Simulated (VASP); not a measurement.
# W (Pm-3n) in VASP: further runs

Aim: see how the results for W move with the level of theory and the settings. Levels: LDA, r2SCAN. Tasks: single point, relaxation of cell and atoms.

All numbers are computed with VASP 6.6.1; they aren't measurements. Logs are shortened: lines on timing, memory, paths and dates and some standing lists are left out, and cuts for length are marked.

### Step 1. The cell of the first run

Symmetry: Pm-3n, No. 223, cubic system. The conventional cell has a = 5.002 Å, b = 5.002 Å, c = 5.002 Å, α = 90.00°, β = 90.00°, γ = 90.00°. Within 3.7 Å of W (site symmetry m-3) lie 12 W at 2.80 Å. Within 3.3 Å of W (site symmetry -4m2) lie 14 W at 2.50 to 3.06 Å.

### Step 2. Single point, LDA

Input file INCAR:

```
SYSTEM = W
PREC = Accurate ; ENCUT = 520
EDIFF = 1E-6 ; ISMEAR = 1
SIGMA = 0.1 ; LREAL = .FALSE.
LASPH = .TRUE. ; NELM = 100
ALGO = Normal ; ISIF = 2
LWAVE = .FALSE. ; LCHARG = .FALSE.
GGA = CA ; NBANDS = 66
```

Input file KPOINTS:

```
regular mesh
0
G
  5 5 5
  0 0 0
```

Input file POSCAR:

```
W
1.0
    5.0015118652      0.0000000000      0.0000000000
    0.0000000000      5.0015118652      0.0000000000
    0.0000000000      0.0000000000      5.0015118652
W
8
Direct
    0.0000000000      0.0000000000      0.0000000000
    0.5000000000      0.5000000000      0.5000000000
    0.0000000000      0.5000000000      0.2500000000
    0.0000000000      0.5000000000      0.7500000000
    0.2500000000      0.0000000000      0.5000000000
    0.7500000000      0.0000000000      0.5000000000
    0.5000000000      0.7500000000      0.0000000000
    0.5000000000      0.2500000000      0.0000000000
```

Potentials or basis: VASP PAW LDA potentials, release 64 (W_sv).

The run is started by

```
> cat potpaw_LDA.64/W_sv/POTCAR > POTCAR
> mpirun -np 1 vasp_std > vasp.out
```

OUTCAR:

```text
SYSTEM = W
   PREC = Accurate
   ENCUT = 520
   EDIFF = 1E-6
   ISMEAR = 1
   LREAL = .FALSE.
   LASPH = .TRUE.
   NELM = 100
   ISIF = 2
   GGA = CA

 ion  position               nearest neighbor table
   1  0.000  0.000  0.000-   3 2.80   4 2.80   5 2.80   6 2.80   7 2.80   8 2.80   5 2.80   6 2.80
                             3 2.80   4 2.80   7 2.80   8 2.80
   2  0.500  0.500  0.500-   3 2.80   4 2.80   5 2.80   6 2.80   7 2.80   8 2.80   7 2.80   8 2.80
                             5 2.80   6 2.80   3 2.80   4 2.80
   3  0.000  0.500  0.250-   4 2.50   4 2.50   1 2.80   2 2.80   1 2.80   2 2.80   8 3.06   5 3.06
                             6 3.06   5 3.06   6 3.06   7 3.06   7 3.06   8 3.06
   4  0.000  0.500  0.750-   3 2.50   3 2.50   1 2.80   2 2.80   1 2.80   2 2.80   8 3.06   5 3.06
                             6 3.06   5 3.06   6 3.06   7 3.06   7 3.06   8 3.06
   5  0.250  0.000  0.500-   6 2.50   6 2.50   1 2.80   1 2.80   2 2.80   2 2.80   8 3.06   4 3.06
                             7 3.06   8 3.06   3 3.06   3 3.06   4 3.06   7 3.06
   6  0.750  0.000  0.500-   5 2.50   5 2.50   1 2.80   1 2.80   2 2.80   2 2.80   8 3.06   4 3.06
                             7 3.06   8 3.06   3 3.06   3 3.06   4 3.06   7 3.06
   7  0.500  0.750  0.000-   8 2.50   8 2.50   1 2.80   2 2.80   2 2.80   1 2.80   3 3.06   4 3.06
                             5 3.06   6 3.06   5 3.06   6 3.06   3 3.06   4 3.06
   8  0.500  0.250  0.000-   7 2.50   7 2.50   1 2.80   2 2.80   2 2.80   1 2.80   3 3.06   4 3.06
                             5 3.06   6 3.06   5 3.06   6 3.06   3 3.06   4 3.06

  LATTYP: Found a simple cubic cell.
 ALAT       =     5.0015118652

  Lattice vectors:

 A1 = (   5.0015118652,   0.0000000000,   0.0000000000)
 A2 = (   0.0000000000,   5.0015118652,   0.0000000000)
 A3 = (   0.0000000000,   0.0000000000,   5.0015118652)

Analysis of symmetry for initial positions (statically):
=====================================================================
 Subroutine PRICEL returns:
 Original cell was already a primitive cell.

 Routine SETGRP: Setting up the symmetry group for a
 simple cubic supercell.

 Subroutine GETGRP returns: Found 48 space group operations
 (whereof 24 operations were pure point group operations)
 out of a pool of 48 trial point group operations.

The static configuration has the point symmetry T_h .
 The point group associated with its full space group is O_h .

Analysis of symmetry for dynamics (positions and initial velocities):
=====================================================================
 Subroutine PRICEL returns:
 Original cell was already a primitive cell.

 Routine SETGRP: Setting up the symmetry group for a
 simple cubic supercell.

 Subroutine GETGRP returns: Found 48 space group operations
 (whereof 24 operations were pure point group operations)
 out of a pool of 48 trial point group operations.

The dynamic configuration has the point symmetry T_h .
 The point group associated with its full space group is O_h .

 Subroutine INISYM returns: Found 48 space group operations
 (whereof 24 operations are pure point group operations),
 and found     1 'primitive' translations

----------------------------------------------------------------------------------------

                                     Primitive cell

  volume of cell :     125.1134

  direct lattice vectors                    reciprocal lattice vectors
     5.001511865  0.000000000  0.000000000     0.199939544  0.000000000  0.000000000
     0.000000000  5.001511865  0.000000000     0.000000000  0.199939544  0.000000000
     0.000000000  0.000000000  5.001511865     0.000000000  0.000000000  0.199939544

  length of vectors
     5.001511865  5.001511865  5.001511865     0.199939544  0.199939544  0.199939544

  position of ions in fractional coordinates (direct lattice)
     0.000000000  0.000000000  0.000000000
     0.500000000  0.500000000  0.500000000
     0.000000000  0.500000000  0.250000000
     0.000000000  0.500000000  0.750000000
     0.250000000  0.000000000  0.500000000
     0.750000000  0.000000000  0.500000000
     0.500000000  0.750000000  0.000000000
     0.500000000  0.250000000  0.000000000

  ion indices of the primitive-cell ions
   primitive index   ion index
                 1           1
                 2           2
                 3           3
                 4           4
                 5           5
                 6           6
                 7           7
                 8           8

----------------------------------------------------------------------------------------

 KPOINTS: regular mesh

Automatic generation of k-mesh.
 Grid dimensions read from file:
 generate k-points for:    5    5    5

 Generating k-lattice:

  Cartesian coordinates                     Fractional coordinates (reciprocal lattice)
     0.039987909  0.000000000  0.000000000     0.200000000  0.000000000  0.000000000
     0.000000000  0.039987909  0.000000000     0.000000000  0.200000000  0.000000000
     0.000000000  0.000000000  0.039987909     0.000000000  0.000000000  0.200000000

  Length of vectors
     0.039987909  0.039987909  0.039987909

  Shift w.r.t. Gamma in fractional coordinates (k-lattice)
     0.000000000  0.000000000  0.000000000

 Subroutine IBZKPT returns following result:
 ===========================================

 Found     10 irreducible k-points:

 Following reciprocal coordinates:
            Coordinates               Weight
  0.000000  0.000000  0.000000      1.000000
  0.200000  0.000000  0.000000      6.000000
  0.400000  0.000000  0.000000      6.000000
  0.200000  0.200000  0.000000     12.000000
  0.400000  0.200000  0.000000     24.000000
  0.400000  0.400000  0.000000     12.000000
  0.200000  0.200000  0.200000      8.000000
  0.400000  0.200000  0.200000     24.000000
  0.400000  0.400000  0.200000     24.000000
  0.400000  0.400000  0.400000      8.000000
   k-points           NKPTS =     10   k-points in BZ     NKDIM =     10   number of bands    NBANDS=     66
   number of dos      NEDOS =    301   number of ions     NIONS =      8
   total plane-waves  NPLWV =  64000
   dimension x,y,z NGX =    40 NGY =   40 NGZ =   40
   dimension x,y,z NGXF=    80 NGYF=   80 NGZF=   80
   ions per type =               8
   NGX,Y,Z   is equivalent  to a cutoff of  13.30, 13.30, 13.30 a.u.
   NGXF,Y,Z  is equivalent  to a cutoff of  26.59, 26.59, 26.59 a.u.
 SYSTEM =  W
   PREC   = accura    normal or accurate (medium, high low for compatibility)
   ISTART =      0    job   : 0-new  1-cont  2-samecut
   ICHARG =      2    charge: 1-file 2-atom 10-const
   ISPIN  =      1    spin polarized calculation?
   LNONCOLLINEAR =      F non collinear calculations
   LSORBIT =      F    spin-orbit coupling
   LASPH  =      T    aspherical Exc in radial PAW
   ENCUT  =  520.0 eV  38.22 Ry    6.18 a.u.   9.30  9.30  9.30*2*pi/ulx,y,z
   NELM   =    100;   NELMIN=  2; NELMDL= -5     # of ELM steps
   EDIFF  = 0.1E-05   stopping-criterion for ELM
   LREAL  =      F    real-space projection
   EDIFFG = 0.1E-04   stopping-criterion for IOM
   NSW    =      0    number of steps for IOM
   IBRION =     -1    ionic relax: 0-MD 1-quasi-New 2-CG
   NFREE  =      0    steps in history (QN), initial steepest desc. (CG)
   ISIF   =      2    stress and relaxation
   ISYM   =      2    0-nonsym 1-usesym 2-fastsym
   POTIM  = 0.5000    time-step for ionic-motion
   TEBEG  =    0.0;   TEEND  =   0.0 temperature during run
   PSTRESS=    0.0 pullay stress
   NELECT =     112.0000    total number of electrons
   NUPDOWN=      -1.0000    fix difference up-down
   EMIN   =  10.00;   EMAX   =-10.00  energy-range for DOS
   EFERMI =   0.00;   METHOD = LEGACY
   ISMEAR =     1;   SIGMA  =   0.10  broadening in eV -4-tet -1-fermi 0-gaus
   EFERMI_NEDOS =   21; number of points for ismear=-14 and -15
   IALGO  =     38    algorithm
   IMIX   =      4    mixing-type and parameters
     AMIX     =   0.40;   BMIX     =  1.00
     AMIX_MAG =   1.60;   BMIX_MAG =  1.00
  volume/ion in A,a.u.               =      15.64       105.54
  Fermi-wavevector in a.u.,A,eV,Ry     =   1.577779  2.981570 33.870165  2.489387
  Thomas-Fermi vector in A             =   2.678410
   LORBIT       =      0    0 simple, 1 ext, 2 COOP (PROOUT), +10 PAW based schemes
   GGA     = CA    functional components
   LHFCALC =     F    Hartree Fock is set to
   AEXX    =    0.0000 exact exchange contribution
   IVDW    =     0    specifies the selected vdW correction
   LEPSILON=     F    determine dielectric tensor
   LRPA    =     F    only Hartree local field effects (RPA)
 non-spin polarized calculation
 Methfessel and Paxton  Order N= 1 SIGMA  =   0.10
  energy-cutoff  :      520.00
  volume of cell :      125.11
 maximum number of plane-waves:      3407
 NGX is ok and might be reduce to    40
   NGX = 19   NGY = 19   NGZ = 19

 number of electron     111.9999969 magnetization

 Free energy of the ion-electron system (eV)
  ---------------------------------------------------
  ext. energy  EPLUGINS =         0.00000000
  ---------------------------------------------------
  free energy    TOTEN  =      -112.05428713 eV

  energy without entropy =     -112.05467252  energy(sigma->0) =     -112.05441559

 E-fermi :  11.2689     XC(G=0): -13.8898

 val. band max:       11.2613031424   @ k =   0.4000   0.0000   0.0000
 cond. band min:      11.3291351257   @ k =   0.4000   0.2000   0.0000
 fundamental gap:      0.0678319833
 Fermi energy:        11.2688597345

 k-point     1 :       0.0000    0.0000    0.0000
  band No.  band energies     occupation
      1     -62.2617      2.00000
      2     -62.2034      2.00000
      3     -62.2034      2.00000
      4     -62.0386      2.00000
      5     -62.0386      2.00000
      6     -62.0386      2.00000
[... 58 lines left out ...]
     65      13.1753     -0.00000
     66      14.3133      0.00000

 k-point     2 :       0.2000    0.0000    0.0000
  band No.  band energies     occupation
      1     -62.2520      2.00000
      2     -62.2066      2.00000
      3     -62.1915      2.00000
      4     -62.0565      2.00000
      5     -62.0386      2.00000
      6     -62.0386      2.00000
[... 610 lines left out ...]
     65      13.9428      0.00000
     66      13.9908      0.00000

------------------------ aborting loop because EDIFF is reached ----------------------------------------

  FORCE on cell =-STRESS in cart. coord.  units (eV):
  Direction    XX          YY          ZZ          XY          YZ          ZX
  --------------------------------------------------------------------------------------
  -------------------------------------------------------------------------------------
  Total        1.6229712      1.6229712      1.6229712     -0.0000000      0.0000000      0.0000000
  in kB       20.7834422     20.7834422     20.7834422     -0.0000000      0.0000000      0.0000000
  external PRESSURE =      20.7834422 kB  Pullay stress =       0.0000000 kB

 VOLUME and BASIS-vectors are now :
 -----------------------------------------------------------------------------
  energy-cutoff  :      520.00
  volume of cell :      125.11
      direct lattice vectors                 reciprocal lattice vectors
     5.001511865  0.000000000  0.000000000     0.199939544  0.000000000  0.000000000
     0.000000000  5.001511865  0.000000000     0.000000000  0.199939544  0.000000000
     0.000000000  0.000000000  5.001511865     0.000000000  0.000000000  0.199939544

 POSITION                                       TOTAL-FORCE (eV/Angst)
 -----------------------------------------------------------------------------------
      0.00000      0.00000      0.00000         0.000000      0.000000     -0.000000
      2.50076      2.50076      2.50076         0.000000      0.000000     -0.000000
      0.00000      2.50076      1.25038        -0.000000     -0.000000      0.000000
      0.00000      2.50076      3.75113        -0.000000     -0.000000     -0.000000
      1.25038      0.00000      2.50076         0.000000     -0.000000      0.000000
      3.75113      0.00000      2.50076        -0.000000      0.000000     -0.000000
      2.50076      3.75113      0.00000         0.000000     -0.000000      0.000000
      2.50076      1.25038      0.00000         0.000000      0.000000      0.000000
 -----------------------------------------------------------------------------------
    total drift:                               -0.000000     -0.000000      0.000000

  FREE ENERGIE OF THE ION-ELECTRON SYSTEM (eV)
  ---------------------------------------------------
  free  energy   TOTEN  =      -112.0542871301 eV

  energy  without entropy=     -112.0546725181  energy(sigma->0) =     -112.05441559
```

Wall time 81 s (1 thread of Intel Xeon Platinum 8259CL at 2.50GHz (Skylake/Cascade Lake), shared host); peak memory 0.21 GiB.

What came out:

- Free energy: -112.0543 eV
- Pressure: 2.1 GPa
- Band gap on the k mesh: zero (bands 56 and 57 overlap by 0.62 eV)

Caveat: spin-orbit coupling is left out, which moves the levels of the heavy elements.

(Part 1 of 2 ends here.)
